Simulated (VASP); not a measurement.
# WC (P1) in VASP: single point with PBE+D3(BJ)

Aim: the single point of WC with PBE+D3(BJ).

Program: VASP 6.6.1. These are calculated values, not measurements. Logs are shortened: lines on timing, memory, paths and dates and some standing lists are left out, and cuts for length are marked.

## Step 1: The cell of the first run

The typed cell holds 16 atoms: a = 5.803 Å, b = 5.026 Å, c = 5.668 Å, α = 90.00°, β = 90.00°, γ = 90.00°.

## Step 2: Single point, PBE+D3(BJ)

INCAR

```
  ALGO = Normal
  EDIFF = 1E-6
  ENCUT = 520
  GGA = PE
  ISIF = 2
  ISMEAR = -1
  IVDW = 12
  LASPH = True
  LCHARG = False
  LREAL = Auto
  LWAVE = False
  NBANDS = 86
  NELM = 100
  PREC = Accurate
  SIGMA = 0.24
```

KPOINTS

```
k-points
0
Gamma
  2 2 2
```

POSCAR

```
WC
1.0
   -2.9017000000     -5.0258920000      0.0000000000
    4.3525500000     -2.5129460000      0.0000000000
    0.0000000000      0.0000000000      5.6680000000
W C
8 8
Direct
    0.7798063169      0.4976540166     -0.0580980946
    0.7713576336      0.5131585956      0.4471242061
    0.5196595534     -0.0002995655     -0.0556104446
    0.5268649206      0.0045499627      0.4531051517
    0.2836386122      0.5010704440     -0.0521877205
    0.2810896971      0.5097099342      0.4547988709
    0.0268643519     -0.0007231876     -0.0471418490
    0.0309746303     -0.0091029202      0.4494177841
    0.5234821902      0.6678356989      0.1993648553
    0.5295635702      0.6726251535      0.6873323924
    0.2701097693      0.1723305918      0.1934897671
    0.2859634149      0.1664495620      0.6943895554
    0.0223408679      0.6546568095      0.1920254058
    0.0263543168      0.6724959670      0.7036697248
    0.7890462396      0.1650010852      0.1909844742
    0.7836062256      0.1762392585      0.6918313338
```

Potentials or basis: VASP PAW PBE potentials, release 64 (W_sv, C).

On the command line:

```
cat potpaw_PBE.64/W_sv/POTCAR potpaw_PBE.64/C/POTCAR > POTCAR
mpirun -np 1 vasp_std > vasp.out
```

OUTCAR:

```text
EDIFF = 1E-6
   ENCUT = 520
   GGA = PE
   ISIF = 2
   ISMEAR = -1
   IVDW = 12
   LASPH = True
   LREAL = Auto
   NELM = 100
   PREC = Accurate
 IVDW          = 12

 ion  position               nearest neighbor table
   1  0.780  0.498  0.942-  13 2.15  16 2.15  14 2.15  15 2.19  10 2.23   9 2.25   2 2.81   2 2.87
                             5 2.88   7 2.89   7 2.90   3 2.92   5 2.92   3 2.94
   2  0.771  0.513  0.447-  10 2.11   9 2.16  13 2.17  16 2.19  14 2.22  15 2.28   1 2.81   8 2.83
                             6 2.85   4 2.85   1 2.87   4 2.92   6 2.96   8 3.03
   3  0.520  1.000  0.944-  12 2.13  10 2.20  11 2.20   9 2.21  15 2.26  16 2.28   4 2.79   5 2.86
                             7 2.86   5 2.87   4 2.88   1 2.92   1 2.94   7 2.94
   4  0.527  0.005  0.453-  12 2.12  10 2.13  16 2.19   9 2.22  11 2.26  15 2.27   3 2.79   2 2.85
                             6 2.87   8 2.88   3 2.88   6 2.91   2 2.92   8 2.93
   5  0.284  0.501  0.948-   9 2.16  11 2.16  13 2.19  14 2.21  12 2.21  10 2.23   6 2.79   3 2.86
                             3 2.87   6 2.87   1 2.88   7 2.91   1 2.92   7 2.93
   6  0.281  0.510  0.455-  10 2.12   9 2.17  12 2.20  14 2.20  13 2.24  11 2.25   5 2.79   8 2.82
                             2 2.85   4 2.87   5 2.87   4 2.91   2 2.96   8 2.98
   7  0.027  0.999  0.953-  15 2.10  11 2.15  14 2.17  13 2.20  16 2.23  12 2.26   8 2.81   8 2.85
                             3 2.86   1 2.89   1 2.90   5 2.91   5 2.93   3 2.94
   8  0.031  0.991  0.449-  14 2.15  16 2.19  11 2.20  15 2.21  12 2.21  13 2.23   7 2.81   6 2.82
                             2 2.83   7 2.85   4 2.88   4 2.93   6 2.98   2 3.03
   9  0.523  0.668  0.199-   2 2.16   5 2.16   6 2.17   3 2.21   4 2.22   1 2.25
  10  0.530  0.673  0.687-   2 2.11   6 2.12   4 2.13   3 2.20   5 2.23   1 2.23
  11  0.270  0.172  0.193-   7 2.15   5 2.16   3 2.20   8 2.20   6 2.25   4 2.26
  12  0.286  0.166  0.694-   4 2.12   3 2.13   6 2.20   5 2.21   8 2.21   7 2.26
  13  0.022  0.655  0.192-   1 2.15   2 2.17   5 2.19   7 2.20   8 2.23   6 2.24
  14  0.026  0.672  0.704-   8 2.15   1 2.15   7 2.17   6 2.20   5 2.21   2 2.22
  15  0.789  0.165  0.191-   7 2.10   1 2.19   8 2.21   3 2.26   4 2.27   2 2.28
  16  0.784  0.176  0.692-   1 2.15   4 2.19   2 2.19   8 2.19   7 2.23   3 2.28

  LATTYP: Found a simple orthorhombic cell.
 ALAT       =     5.0258918712
 B/A-ratio  =     1.1277600365
 C/A-ratio  =     1.1547005581

  Lattice vectors:

 A1 = (   4.3525500000,  -2.5129460000,   0.0000000000)
 A2 = (   0.0000000000,   0.0000000000,   5.6680000000)
 A3 = (  -2.9017000000,  -5.0258920000,   0.0000000000)

Analysis of symmetry for initial positions (statically):
=====================================================================
 Subroutine PRICEL returns:
 Original cell was already a primitive cell.

 Routine SETGRP: Setting up the symmetry group for a
 simple orthorhombic supercell.

 Subroutine GETGRP returns: Found  1 space group operations
 (whereof  1 operations were pure point group operations)
 out of a pool of  8 trial point group operations.

The static configuration has the point symmetry C_1 .

Analysis of symmetry for dynamics (positions and initial velocities):
=====================================================================
 Subroutine PRICEL returns:
 Original cell was already a primitive cell.

 Routine SETGRP: Setting up the symmetry group for a
 simple orthorhombic supercell.

 Subroutine GETGRP returns: Found  1 space group operations
 (whereof  1 operations were pure point group operations)
 out of a pool of  8 trial point group operations.

The dynamic configuration has the point symmetry C_1 .

 Subroutine INISYM returns: Found  1 space group operations
 (whereof  1 operations are pure point group operations),
 and found     1 'primitive' translations

----------------------------------------------------------------------------------------

                                     Primitive cell

  volume of cell :     165.3200

  direct lattice vectors                    reciprocal lattice vectors
    -2.901700000 -5.025892000  0.000000000    -0.086156391 -0.149227242  0.000000000
     4.352550000 -2.512946000  0.000000000     0.172312782 -0.099484828  0.000000000
     0.000000000  0.000000000  5.668000000     0.000000000  0.000000000  0.176429076

  length of vectors
     5.803400149  5.025891871  5.668000000     0.172312778  0.198969661  0.176429076

  position of ions in fractional coordinates (direct lattice)
     0.779806317  0.497654017  0.941901905
     0.771357634  0.513158596  0.447124206
     0.519659553  0.999700434  0.944389555
     0.526864921  0.004549963  0.453105152
     0.283638612  0.501070444  0.947812279
     0.281089697  0.509709934  0.454798871
[... 8 lines left out ...]
     0.789046240  0.165001085  0.190984474
     0.783606226  0.176239258  0.691831334

  ion indices of the primitive-cell ions
   primitive index   ion index
                 1           1
                 2           2
                 3           3
                 4           4
                 5           5
                 6           6
[... 8 lines left out ...]
                15          15
                16          16

----------------------------------------------------------------------------------------

 KPOINTS: k-points

Automatic generation of k-mesh.
 Grid dimensions read from file:
 generate k-points for:    2    2    2

 Generating k-lattice:

  Cartesian coordinates                     Fractional coordinates (reciprocal lattice)
    -0.043078196 -0.074613621  0.000000000     0.500000000  0.000000000  0.000000000
     0.086156391 -0.049742414  0.000000000     0.000000000  0.500000000  0.000000000
     0.000000000  0.000000000  0.088214538     0.000000000  0.000000000  0.500000000

  Length of vectors
     0.086156389  0.099484830  0.088214538

  Shift w.r.t. Gamma in fractional coordinates (k-lattice)
     0.000000000  0.000000000  0.000000000

 Subroutine IBZKPT returns following result:
 ===========================================

 Found      8 irreducible k-points:

 Following reciprocal coordinates:
            Coordinates               Weight
  0.000000  0.000000  0.000000      1.000000
  0.500000  0.000000  0.000000      1.000000
  0.000000  0.500000  0.000000      1.000000
  0.500000  0.500000  0.000000      1.000000
  0.000000  0.000000  0.500000      1.000000
  0.500000  0.000000  0.500000      1.000000
  0.000000  0.500000  0.500000      1.000000
  0.500000  0.500000  0.500000      1.000000
   k-points           NKPTS =      8   k-points in BZ     NKDIM =      8   number of bands    NBANDS=     86
   number of dos      NEDOS =    301   number of ions     NIONS =     16
   total plane-waves  NPLWV =  80640
   dimension x,y,z NGX =    48 NGY =   40 NGZ =   42
   dimension x,y,z NGXF=    96 NGYF=   80 NGZF=   84
   ions per type =               8   8
   NGX,Y,Z   is equivalent  to a cutoff of  13.75, 13.23, 12.32 a.u.
   NGXF,Y,Z  is equivalent  to a cutoff of  27.50, 26.46, 24.64 a.u.
 SYSTEM =  unknown system
   PREC   = accura    normal or accurate (medium, high low for compatibility)
   ISTART =      0    job   : 0-new  1-cont  2-samecut
   ICHARG =      2    charge: 1-file 2-atom 10-const
   ISPIN  =      1    spin polarized calculation?
   LNONCOLLINEAR =      F non collinear calculations
   LSORBIT =      F    spin-orbit coupling
   LASPH  =      T    aspherical Exc in radial PAW
   ENCUT  =  520.0 eV  38.22 Ry    6.18 a.u.  10.79  9.34 10.54*2*pi/ulx,y,z
   NELM   =    100;   NELMIN=  2; NELMDL= -5     # of ELM steps
   EDIFF  = 0.1E-05   stopping-criterion for ELM
   LREAL  =      T    real-space projection
   EDIFFG = 0.1E-04   stopping-criterion for IOM
   NSW    =      0    number of steps for IOM
[... 5 lines left out ...]
   TEBEG  =    0.0;   TEEND  =   0.0 temperature during run
   PSTRESS=    0.0 pullay stress
   NELECT =     144.0000    total number of electrons
   NUPDOWN=      -1.0000    fix difference up-down
   EMIN   =  10.00;   EMAX   =-10.00  energy-range for DOS
   EFERMI =   0.00;   METHOD = LEGACY
   ISMEAR =    -1;   SIGMA  =   0.24  broadening in eV -4-tet -1-fermi 0-gaus
   EFERMI_NEDOS =   21; number of points for ismear=-14 and -15
   IALGO  =     38    algorithm
   IMIX   =      4    mixing-type and parameters
     AMIX     =   0.40;   BMIX     =  1.00
     AMIX_MAG =   1.60;   BMIX_MAG =  1.00
  volume/ion in A,a.u.               =      10.33        69.73
  Fermi-wavevector in a.u.,A,eV,Ry     =   1.563461  2.954514 33.258238  2.444412
  Thomas-Fermi vector in A             =   2.666229
   LORBIT       =      0    0 simple, 1 ext, 2 COOP (PROOUT), +10 PAW based schemes
   GGA     = PE    functional components
   LHFCALC =     F    Hartree Fock is set to
   AEXX    =    0.0000 exact exchange contribution
   IVDW    =    12    specifies the selected vdW correction
   LEPSILON=     F    determine dielectric tensor
   LRPA    =     F    only Hartree local field effects (RPA)
 non-spin polarized calculation
  energy-cutoff  :      520.00
  volume of cell :      165.32
 maximum number of plane-waves:      4472
 NGX is ok and might be reduce to    48
   NGX = 21   NGY = 19   NGZ = 21

 number of electron     143.9999996 magnetization

 Free energy of the ion-electron system (eV)
  ---------------------------------------------------
  ext. energy  EPLUGINS =         0.00000000
  ---------------------------------------------------
  free energy    TOTEN  =      -178.51840160 eV

  energy without entropy =     -177.73820807  energy(sigma->0) =     -178.12830484

 E-fermi :  11.6069     XC(G=0): -13.8178

 val. band max:       11.4817357731   @ k =   0.0000   0.0000   0.0000
 cond. band min:      11.6559329212   @ k =   0.0000   0.0000   0.5000
 fundamental gap:      0.1741971481
 Fermi energy:        11.6068981759

 k-point     1 :       0.0000    0.0000    0.0000
  band No.  band energies     occupation
      1     -62.8329      2.00000
      2     -62.8021      2.00000
      3     -62.7747      2.00000
      4     -62.7700      2.00000
      5     -62.7517      2.00000
      6     -62.7228      2.00000
[... 685 lines left out ...]
     83      15.2387      0.00000
     84      15.2878      0.00000
 [bands above 84 left out]

------------------------ aborting loop because EDIFF is reached ----------------------------------------

 Edisp (eV)   -7.42142

 E8    (eV) :    -3.4026

  FORCE on cell =-STRESS in cart. coord.  units (eV):
  Direction    XX          YY          ZZ          XY          YZ          ZX
  --------------------------------------------------------------------------------------
  -------------------------------------------------------------------------------------
  Total       5.49494     3.41813     2.13310    -0.46180     0.23373     0.23795
  in kB      53.25348    33.12635    20.67263    -4.47543     2.26518     2.30602
  external pressure =       35.68 kB  Pullay stress =        0.00 kB

 VOLUME and BASIS-vectors are now :
 -----------------------------------------------------------------------------
  energy-cutoff  :      520.00
  volume of cell :      165.32
      direct lattice vectors                 reciprocal lattice vectors
    -2.901700000 -5.025892000  0.000000000    -0.086156391 -0.149227242  0.000000000
     4.352550000 -2.512946000  0.000000000     0.172312782 -0.099484828  0.000000000
     0.000000000  0.000000000  5.668000000     0.000000000  0.000000000  0.176429076

 POSITION                                       TOTAL-FORCE (eV/Angst)
 -----------------------------------------------------------------------------------
     -0.09670     -5.16980      5.33870         0.608225      0.264369      1.054795
     -0.00470     -5.16630      2.53430        -2.410613     -0.304415     -0.491592
      2.84335     -5.12395      5.35280        -0.458895     -1.640520      1.077753
     -1.50900     -2.65940      2.56820         0.185997     -0.717885     -1.868557
      1.35790     -2.68470      5.37220         0.424010      0.780611      0.206499
      1.40290     -2.69360      2.57780        -0.760042      1.669890     -1.359725
[... 8 lines left out ...]
     -1.57140     -4.38030      1.08250         0.836400      1.209495      0.700407
     -1.50670     -4.38120      3.92130        -0.526440      0.594644      0.265561
 -----------------------------------------------------------------------------------
    total drift:                               -0.003831     -0.004019      0.006750

  FREE ENERGIE OF THE ION-ELECTRON SYSTEM (eV)
  ---------------------------------------------------
  free  energy   TOTEN  =      -185.9398216837 eV

  energy  without entropy=     -185.1596281542  energy(sigma->0) =     -185.54972492
```

Run time: 2.4 min. Hardware: 1 thread of Intel Xeon 6975P-C (Granite Rapids), shared host; peak memory 0.3 GiB.

What came out:

```yaml
Free_energy: -185.9398 eV
Pressure: 3.6 GPa
Largest_force: 2.479 eV/Å
Band_gap_on_the_k_mesh: zero (bands 72 and 73 overlap by 0.29 eV)
Dispersion_energy_per_atom: -0.464 eV
```

Forces on the atoms (eV/Å):
```
W    0.608  0.264  1.055
W   -2.411 -0.304 -0.492
W   -0.459 -1.641  1.078
W    0.186 -0.718 -1.869
W    0.424  0.781  0.206
W   -0.760  1.670 -1.360
W    0.102 -0.316 -1.131
W    2.033 -0.639 -0.199
C    0.034 -0.333 -0.432
C    0.040  0.045  1.334
C   -0.836 -0.442  0.620
C    0.824  0.765  0.278
C    0.431 -0.922  0.492
C   -0.526 -0.015 -0.547
C    0.836  1.209  0.700
C   -0.526  0.595  0.266
```

Caveat: the k points lie up to 0.63 Å⁻¹ apart; the atoms stand as in a frame of molecular dynamics; spin-orbit coupling is left out, which moves the levels of the heavy elements; forces of over 1 eV/Å act on the atoms, so gaps and moduli don't describe the material at rest.
